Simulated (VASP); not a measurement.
A run of VASP 6.6.1:

File INCAR:

```
SYSTEM = SrY2Bi2
ALGO     = Normal         ! electronic algorithm
EDIFF    = 1E-7           ! SCF threshold, eV
EDIFFG   = -0.01          ! ionic threshold
ENCUT    = 600            ! plane-wave cutoff, eV
GGA      = PS             ! functional
IBRION   = 2              ! ionic algorithm
ISIF     = 3              ! what is computed and relaxed
ISMEAR   = -1             ! smearing method
LASPH    = .TRUE.         ! aspherical terms in the spheres
LCHARG   = .FALSE.        ! write CHGCAR
LREAL    = .FALSE.        ! projectors in reciprocal space
LWAVE    = .FALSE.        ! write WAVECAR
NELM     = 100            ! most SCF steps
NSW      = 100            ! ionic steps
PREC     = Accurate       ! precision mode
SIGMA    = 0.1            ! smearing width, eV
```

The input KPOINTS:

```
Automatic mesh
0
Gamma
  4 4 3
  0.5 0.5 0.5
```

File POSCAR:

```
SrY2Bi2
1.0
    2.4375738700      4.2005823500     -0.0149707800
   -2.4150359200      4.1875702700     -0.0359703200
    0.0348819300     -0.0488535400      7.9735721200
Sr Y Bi
1 2 2
Direct
    0.0159360000      0.9558750000      0.0217800000
    0.3870510000      0.2350270000      0.6107120000
    0.7074040000      0.6273090000      0.3671480000
    0.2582260000      0.3611020000      0.2056690000
    0.6519560000      0.6332260000      0.6840270000
```

Potentials or basis: VASP PAW PBE potentials, release 64 (Sr_sv, Y_sv, Bi_d).

The run is started by

```sh
$ cat potpaw_PBE.64/Sr_sv/POTCAR potpaw_PBE.64/Y_sv/POTCAR potpaw_PBE.64/Bi_d/POTCAR > POTCAR
$ mpirun -np 1 vasp_std > vasp.out
```

Hardware: 1 thread of AMD EPYC 9R45 96-Core Processor (Zen 5), with other jobs on the host.

**Question.** Estimate the wall time of this run.

**Answer.** It took 41 min on 1 thread of AMD EPYC 9R45 96-Core Processor (Zen 5), with other jobs on the host, peak memory 0.44 GiB. Counts: scf iterations 308, k points 24, ion steps 29.
